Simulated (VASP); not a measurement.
# Mn (I4/mmm) in VASP: single point with PBE

Aim: the single point of Mn with PBE.

Everything below comes from runs of VASP 6.6.1. Logs are shortened: lines on timing, memory, paths and dates and some standing lists are left out, and cuts for length are marked.

### 1 The cell of the first run

It takes space group I4/mmm (No. 139, tetragonal). Conventional cell: a = 2.572 Å, b = 2.572 Å, c = 3.458 Å, α = 90.00°, β = 90.00°, γ = 90.00°. Within 3.3 Å of Mn (site symmetry 4/mmm) lie 12 Mn at 2.51 to 2.57 Å.

### 2 Single point, PBE, collinear spin, antiferromagnetic start

The input, INCAR:

```
  ALGO = Normal
  EDIFF = 1E-6
  ENCUT = 500
  GGA = PE
  GGA_COMPAT = False
  ISIF = 2
  ISMEAR = -1
  ISPIN = 2
  LASPH = True
  LCHARG = False
  LMAXMIX = 4
  LORBIT = 11
  LREAL = False
  LWAVE = False
  MAGMOM = 1.8 -1.8
  NBANDS = 24
  NELM = 200
  PREC = Accurate
  SIGMA = 0.05
```

The input, KPOINTS:

```
k-points
0
Gamma
  20 20 15
```

The input, POSCAR:

```
Mn
1.0
    2.5720972525      0.0000000000      0.0000000000
    0.0000000000      2.5720972525      0.0000000000
    0.0000000000      0.0000000000      3.4580629303
Mn
2
Direct
    1.0000000000      0.0000000000      0.0000000000
    0.5000000000      0.5000000000      0.5000000000
```

Potentials or basis: VASP PAW PBE potentials, release 64 (Mn_pv).

Started as:

```sh
> cat potpaw_PBE.64/Mn_pv/POTCAR > POTCAR
> mpirun -np 1 vasp_std > vasp.out
```

OUTCAR:

```text
EDIFF = 1E-6
   ENCUT = 500
   GGA = PE
   ISIF = 2
   ISMEAR = -1
   ISPIN = 2
   LASPH = True
   LORBIT = 11
   LREAL = False
   NELM = 200
   PREC = Accurate

 ion  position               nearest neighbor table
   1  0.000  0.000  0.000-   2 2.51   2 2.51   2 2.51   2 2.51   2 2.51   2 2.51   2 2.51   2 2.51

   2  0.500  0.500  0.500-   1 2.51   1 2.51   1 2.51   1 2.51   1 2.51   1 2.51   1 2.51   1 2.51

  LATTYP: Found a simple tetragonal cell.
 ALAT       =     2.5720972525
 C/A-ratio  =     1.3444526357

  Lattice vectors:

 A1 = (   2.5720972525,   0.0000000000,   0.0000000000)
 A2 = (   0.0000000000,   2.5720972525,   0.0000000000)
 A3 = (   0.0000000000,   0.0000000000,   3.4580629303)

Analysis of symmetry for initial positions (statically):
=====================================================================
 Subroutine PRICEL returns following result:

  LATTYP: Found a body centered tetragonal cell.
 ALAT       =     2.5720972525
 C/A-ratio  =     1.3444526357

  Lattice vectors:

 A1 = (  -1.2860486262,  -1.2860486262,  -1.7290314651)
 A2 = (   1.2860486262,   1.2860486262,  -1.7290314652)
 A3 = (   1.2860486262,  -1.2860486262,   1.7290314651)

   2 primitive cells build up your supercell.

 Routine SETGRP: Setting up the symmetry group for a
 simple tetragonal supercell.

 Subroutine GETGRP returns: Found 16 space group operations
 (whereof 16 operations were pure point group operations)
 out of a pool of 16 trial point group operations.

The static configuration has the point symmetry D_4h.

Analysis of symmetry for dynamics (positions and initial velocities):
=====================================================================
 Subroutine PRICEL returns following result:

  LATTYP: Found a body centered tetragonal cell.
 ALAT       =     2.5720972525
 C/A-ratio  =     1.3444526357

  Lattice vectors:

 A1 = (  -1.2860486262,  -1.2860486262,  -1.7290314651)
 A2 = (   1.2860486262,   1.2860486262,  -1.7290314652)
 A3 = (   1.2860486262,  -1.2860486262,   1.7290314651)

   2 primitive cells build up your supercell.

 Routine SETGRP: Setting up the symmetry group for a
 simple tetragonal supercell.

 Subroutine GETGRP returns: Found 16 space group operations
 (whereof 16 operations were pure point group operations)
 out of a pool of 16 trial point group operations.

The dynamic configuration has the point symmetry D_4h.

Analysis of structural, dynamic, and magnetic symmetry:
=====================================================================
 Subroutine PRICEL returns following result:

  LATTYP: Found a body centered tetragonal cell.
 ALAT       =     2.5720972525
 C/A-ratio  =     1.3444526357

  Lattice vectors:

 A1 = (  -1.2860486262,  -1.2860486262,  -1.7290314651)
 A2 = (   1.2860486262,   1.2860486262,  -1.7290314652)
 A3 = (   1.2860486262,  -1.2860486262,   1.7290314651)

   2 primitive cells build up your supercell.

 Routine SETGRP: Setting up the symmetry group for a
 simple tetragonal supercell.

 Subroutine GETGRP returns: Found 16 space group operations
 (whereof 16 operations were pure point group operations)
 out of a pool of 16 trial point group operations.

The overall configuration has the point symmetry D_4h.

 Subroutine INISYM returns: Found 16 space group operations
 (whereof 16 operations are pure point group operations),
 and found     2 'primitive' translations

----------------------------------------------------------------------------------------

                                     Primitive cell

  volume of cell :      11.4387

  direct lattice vectors                    reciprocal lattice vectors
    -1.286048626 -1.286048626 -1.729031465    -0.000000000 -0.388787787 -0.289179237
     1.286048626  1.286048626 -1.729031465     0.388787787 -0.000000000 -0.289179237
     1.286048626 -1.286048626  1.729031465     0.388787787 -0.388787787  0.000000000

  length of vectors
     2.509460489  2.509460489  2.509460489     0.484541613  0.484541613  0.549828962

  position of ions in fractional coordinates (direct lattice)
     0.000000000  0.000000000  0.000000000

  ion indices of the primitive-cell ions
   primitive index   ion index
                 1           1

----------------------------------------------------------------------------------------

 KPOINTS: k-points

Automatic generation of k-mesh.
 Grid dimensions read from file:
 generate k-points for:   20   20   15

 Generating k-lattice:

  Cartesian coordinates                     Fractional coordinates (reciprocal lattice)
     0.019439389  0.000000000  0.000000000     0.050000000  0.000000000  0.000000000
     0.000000000  0.019439389  0.000000000     0.000000000  0.050000000  0.000000000
     0.000000000  0.000000000  0.019278616     0.000000000  0.000000000  0.066666667

  Length of vectors
     0.019439389  0.019439389  0.019278616

  Shift w.r.t. Gamma in fractional coordinates (k-lattice)
     0.000000000  0.000000000  0.000000000

 Subroutine IBZKPT returns following result:
 ===========================================

 Found    528 irreducible k-points:

 Following reciprocal coordinates:
            Coordinates               Weight
  0.000000  0.000000  0.000000      1.000000
  0.050000  0.000000  0.000000      4.000000
  0.100000  0.000000  0.000000      4.000000
  0.150000  0.000000  0.000000      4.000000
  0.200000  0.000000  0.000000      4.000000
  0.250000  0.000000  0.000000      4.000000
[... 16 lines left out ...]
  0.150000  0.100000  0.000000      8.000000
  0.200000  0.100000  0.000000      8.000000
 [... further k-points ...]
   k-points           NKPTS =    528   k-points in BZ     NKDIM =    528   number of bands    NBANDS=     24
   number of dos      NEDOS =    301   number of ions     NIONS =      2
   total plane-waves  NPLWV =  11200
   dimension x,y,z NGX =    20 NGY =   20 NGZ =   28
   dimension x,y,z NGXF=    40 NGYF=   40 NGZF=   56
   ions per type =               2
   NGX,Y,Z   is equivalent  to a cutoff of  12.93, 12.93, 13.46 a.u.
   NGXF,Y,Z  is equivalent  to a cutoff of  25.85, 25.85, 26.92 a.u.
 SYSTEM =  unknown system
   PREC   = accura    normal or accurate (medium, high low for compatibility)
   ISTART =      0    job   : 0-new  1-cont  2-samecut
   ICHARG =      2    charge: 1-file 2-atom 10-const
   ISPIN  =      2    spin polarized calculation?
   LNONCOLLINEAR =      F non collinear calculations
   LSORBIT =      F    spin-orbit coupling
   LASPH  =      T    aspherical Exc in radial PAW
   ENCUT  =  500.0 eV  36.75 Ry    6.06 a.u.   4.69  4.69  6.30*2*pi/ulx,y,z
   NELM   =    200;   NELMIN=  2; NELMDL= -5     # of ELM steps
   EDIFF  = 0.1E-05   stopping-criterion for ELM
   LREAL  =      F    real-space projection
   EDIFFG = 0.1E-04   stopping-criterion for IOM
   NSW    =      0    number of steps for IOM
   IBRION =     -1    ionic relax: 0-MD 1-quasi-New 2-CG
   NFREE  =      0    steps in history (QN), initial steepest desc. (CG)
   ISIF   =      2    stress and relaxation
   ISYM   =      2    0-nonsym 1-usesym 2-fastsym
   POTIM  = 0.5000    time-step for ionic-motion
   TEBEG  =    0.0;   TEEND  =   0.0 temperature during run
   PSTRESS=    0.0 pullay stress
   NELECT =      26.0000    total number of electrons
   NUPDOWN=      -1.0000    fix difference up-down
   EMIN   =  10.00;   EMAX   =-10.00  energy-range for DOS
   EFERMI =   0.00;   METHOD = LEGACY
   ISMEAR =    -1;   SIGMA  =   0.05  broadening in eV -4-tet -1-fermi 0-gaus
   EFERMI_NEDOS =   21; number of points for ismear=-14 and -15
   IALGO  =     38    algorithm
   IMIX   =      4    mixing-type and parameters
     AMIX     =   0.40;   BMIX     =  1.00
     AMIX_MAG =   1.60;   BMIX_MAG =  1.00
  volume/ion in A,a.u.               =      11.44        77.19
  Fermi-wavevector in a.u.,A,eV,Ry     =   1.708428  3.228461 39.711690  2.918727
  Thomas-Fermi vector in A             =   2.787098
   LORBIT       =     11    0 simple, 1 ext, 2 COOP (PROOUT), +10 PAW based schemes
   GGA     = PE    functional components
   LHFCALC =     F    Hartree Fock is set to
   AEXX    =    0.0000 exact exchange contribution
   IVDW    =     0    specifies the selected vdW correction
   LEPSILON=     F    determine dielectric tensor
   LRPA    =     F    only Hartree local field effects (RPA)
 spin polarized calculation
  energy-cutoff  :      500.00
  volume of cell :       22.88
 maximum number of plane-waves:       604
 NGX is ok and might be reduce to    20
   NGX =  9   NGY =  9   NGZ = 13

 number of electron      25.9999986 magnetization      -0.0000000

 number of electron      25.9999986 magnetization       0.0000000

 Free energy of the ion-electron system (eV)
  ---------------------------------------------------
  ext. energy  EPLUGINS =         0.00000000
  ---------------------------------------------------
  free energy    TOTEN  =       -17.94881467 eV

  energy without entropy =      -17.92867735  energy(sigma->0) =      -17.93874601

 E-fermi :   9.7402     XC(G=0): -13.6126

 val. band max:        9.7399888957   @ k =   0.4500   0.4000   0.2000
 cond. band min:       9.7517474002   @ k =   0.4000   0.1000   0.0667
 fundamental gap:      0.0117585044
 Fermi energy:         9.7401920486

 spin component 1

 k-point     1 :       0.0000    0.0000    0.0000
  band No.  band energies     occupation
      1     -39.2021      1.00000
      2     -38.8914      1.00000
      3     -38.8914      1.00000
      4     -37.1093      1.00000
      5     -36.9436      1.00000
      6     -36.9436      1.00000
[... 16 lines left out ...]
     23      30.6281      0.00000
     24      34.1658      0.00000

 k-point     2 :       0.0500    0.0000    0.0000
  band No.  band energies     occupation
      1     -39.2004      1.00000
      2     -38.8980      1.00000
      3     -38.8906      1.00000
      4     -37.1095      1.00000
      5     -36.9512      1.00000
      6     -36.9432      1.00000
[... 16 lines left out ...]
     23      30.6322      0.00000
     24      34.4636      0.00000
[... 565 lines left out ...]
     23      32.3398      0.00000
     24      32.5438      0.00000

 k-point    24 :       0.2000    0.1000    0.0000
  band No.  band energies     occupation
      1     -39.1738      1.00000
      2     -38.9824      1.00000
      3     -38.9069      1.00000
      4     -37.1137      1.00000
      5     -37.0474      1.00000
      6     -36.9657      1.00000
[... 16 lines left out ...]
     23      30.9516      0.00000
     24      32.9677      0.00000

 [... further k-points ...]

 spin component 2

 k-point     1 :       0.0000    0.0000    0.0000
  band No.  band energies     occupation
      1     -39.2021      1.00000
      2     -38.8914      1.00000
      3     -38.8914      1.00000
      4     -37.1093      1.00000
      5     -36.9436      1.00000
      6     -36.9436      1.00000
[... 16 lines left out ...]
     23      30.6281      0.00000
     24      34.1658      0.00000

 k-point     2 :       0.0500    0.0000    0.0000
  band No.  band energies     occupation
      1     -39.2004      1.00000
      2     -38.8980      1.00000
      3     -38.8906      1.00000
      4     -37.1095      1.00000
      5     -36.9512      1.00000
      6     -36.9432      1.00000
[... 16 lines left out ...]
     23      30.6322      0.00000
     24      34.4636      0.00000
[... 565 lines left out ...]
     23      32.3398      0.00000
     24      32.5438      0.00000

 k-point    24 :       0.2000    0.1000    0.0000
  band No.  band energies     occupation
      1     -39.1738      1.00000
      2     -38.9824      1.00000
      3     -38.9069      1.00000
      4     -37.1137      1.00000
      5     -37.0474      1.00000
      6     -36.9657      1.00000
[... 16 lines left out ...]
     23      30.9516      0.00000
     24      32.9677      0.00000

 [... further k-points ...]
[... 5 lines left out ...]
  --------------------------------------------------------------------------------------
  -------------------------------------------------------------------------------------
  Total        0.0481171      0.0481171     -0.0097337      0.0000000      0.0000000      0.0000000
  in kB        3.3697851      3.3697851     -0.6816801      0.0000000      0.0000000      0.0000000
  external PRESSURE =       2.0192967 kB  Pullay stress =       0.0000000 kB

 VOLUME and BASIS-vectors are now :
 -----------------------------------------------------------------------------
  energy-cutoff  :      500.00
  volume of cell :       22.88
      direct lattice vectors                 reciprocal lattice vectors
     2.572097252  0.000000000  0.000000000     0.388787787  0.000000000  0.000000000
     0.000000000  2.572097252  0.000000000     0.000000000  0.388787787  0.000000000
     0.000000000  0.000000000  3.458062930     0.000000000  0.000000000  0.289179237

 POSITION                                       TOTAL-FORCE (eV/Angst)
 -----------------------------------------------------------------------------------
      0.00000      0.00000      0.00000         0.000000      0.000000      0.000000
      1.28605      1.28605      1.72903        -0.000000     -0.000000     -0.000000
 -----------------------------------------------------------------------------------
    total drift:                               -0.000000      0.000000      0.000000

  FREE ENERGIE OF THE ION-ELECTRON SYSTEM (eV)
  ---------------------------------------------------
  free  energy   TOTEN  =       -17.9488146677 eV

  energy  without entropy=      -17.9286773496  energy(sigma->0) =      -17.93874601

 total charge

# of ion       s       p       d       tot
------------------------------------------
    1        0.408   6.372   5.088  11.869
    2        0.408   6.372   5.088  11.869
--------------------------------------------------
tot          0.816  12.744  10.177  23.737

 magnetization (x)

# of ion       s       p       d       tot
------------------------------------------
    1        0.024   0.030   1.814   1.867
    2       -0.024  -0.030  -1.814  -1.867
--------------------------------------------------
tot          0.000   0.000   0.000   0.000
```

Run time: 7.1 min. Hardware: 1 thread of Oxide Virtual Turin-like, shared host; peak memory 0.4 GiB.

What came out:

| Property | Result |
| --- | --- |
| Free energy | -17.9488 eV |
| Pressure | 0.2 GPa |
| Band gap on the k mesh | zero (filled and empty bands overlap) |
| Net moment | 0.00 μB per cell |
| Site moments | Mn +1.87, -1.87 μB |
| Valence electrons inside the program's atomic spheres | Mn 11.87 |

Stress tensor (GPa, compression positive):
```
 0.34  0.00  0.00
 0.00  0.34  0.00
 0.00  0.00 -0.07
```

Levels at points of the mesh, in eV from the Fermi level:
Spin up:
| k point | band 10 | band 11 | band 12 | band 13 | band 14 | band 15 | band 16 | band 17 |
| --- | --- | --- | --- | --- | --- | --- | --- | --- |
| (0.00, 0.00, 0.00) | -1.35 | -1.35 | -0.57 | -0.24 | 0.86 | 2.19 | 2.19 | 2.36 |
| (0.50, 0.00, 0.00) | -2.45 | -1.18 | -1.15 | -0.97 | -0.45 | 0.91 | 1.34 | 2.50 |
| (0.50, 0.50, 0.00) | -3.63 | 1.09 | 1.25 | 2.12 | 2.17 | 2.17 | 2.53 | 2.82 |
Spin down:
```tsv
k point	band 10	band 11	band 12	band 13	band 14	band 15	band 16	band 17
(0.00, 0.00, 0.00)	-1.35	-1.35	-0.57	-0.24	0.86	2.19	2.19	2.36
(0.50, 0.00, 0.00)	-2.45	-1.18	-1.15	-0.97	-0.45	0.91	1.34	2.50
(0.50, 0.50, 0.00)	-3.63	1.09	1.25	2.12	2.17	2.17	2.53	2.82
```

Caveat: the antiferromagnetic order is the one typed at the start, and another may lie lower.
